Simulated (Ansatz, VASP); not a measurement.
## One calculation of Zr, two programs

INCAR

```
ALGO = Normal
EDIFF = 1E-6
ENCUT = 520
GGA = PE
ISIF = 2
ISMEAR = 1
LASPH = T
LCHARG = F
LREAL = F
LWAVE = F
NBANDS = 19
NELM = 80
PREC = Accurate
SIGMA = 0.01
```

Contents of KPOINTS:

```
k-points
0
Gamma
  11 11 6
```

POSCAR

```
Zr
1.0
    3.2318821451      0.0000000000      0.0000000000
   -1.6159410725      2.7988920397      0.0000000000
    0.0000000000      0.0000000000      5.1741041053
Zr
2
Direct
    0.3333333333      0.6666666667      0.2500000000
    0.6666666667      0.3333333333      0.7500000000
```

Input for Ansatz:

```yaml
crystal:
  lattice:
    - [3.2318821451, 0.0, 0.0]
    - [-1.6159410725, 2.7988920397, 0.0]
    - [0.0, 0.0, 5.1741041053]
  atoms:
    - { symbol: Zr, position: [0.3333333333, 0.6666666667, 0.25] }
    - { symbol: Zr, position: [0.6666666667, 0.3333333333, 0.75] }
hamiltonian:
  xc: pbe
  pseudopotentials:
    kind: paw
    azcp:
      Zr: "pseudopotentials/Zr.paw.azcp"
basis:
  ecutwfc: 420
  fft_grid_basis: typed
kpoints:
  mp_grid: { grid: [11, 11, 6], shift: [0, 0, 0] }
magnetization:
  spin_polarized: false
scf:
  occupations: { method: methfessel_paxton, width: 0.01 }
  lower_state_search: "off"
output:
  stress: true
  write_density: true
  write_potential: true
  elf: true
  volumetric_format: npy
```

Alike in both runs: task single point; functional PBE; k mesh 11 × 11 × 6; occupations methfessel-paxton of order 1, width 0.01 eV; no spin polarisation.

|  | VASP | Ansatz |
| --- | --- | --- |
| version | VASP 6.6.1 | Ansatz 0.2.0 |
| potentials or method | VASP PAW PBE potentials, release 64 (Zr_sv), cutoff 520 eV | plane waves (420 eV) with PAW, scalar-relativistic |
| valence electrons in the cell | 24 | 24 |

|  | VASP | Ansatz | Ansatz less VASP |
| --- | --- | --- | --- |
| pressure (GPa) | 0.0 | -0.1 | -0.03 |
| traceless stress, the component that is largest in VASP (GPa) | -0.07 | -0.07 | +0.002 |

The functional is the same, so the differences come from potentials, cutoffs and numerics.
